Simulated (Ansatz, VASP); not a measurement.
## As: VASP beside Ansatz

```
As
1.0
    -1.68389    1.68389    1.68389
     1.68389   -1.68389    1.68389
     1.68389    1.68389   -1.68389
As
1
Direct
  0.00000 0.00000 0.00000
```

Alike in both runs: functional PBE; k mesh 17 × 17 × 17; occupations fermi-dirac, width 0.05 eV; non-collinear spin, spin-orbit coupling.

Ansatz relaxed the structure, and its values are those at the end. VASP's run is a single point on that final structure, the one shown.

|  | VASP | Ansatz |
| --- | --- | --- |
| version | VASP 6.6.1 | Ansatz 0.2.0 |
| potentials or method | VASP PAW PBE potentials, release 64 (As), cutoff 520 eV | all-electron LAPW |

```tsv
	VASP	Ansatz	Ansatz less VASP
pressure (GPa)	0.1	0.0	-0.06
```

Ansatz ran all-electron here, and VASP with PAW potentials.
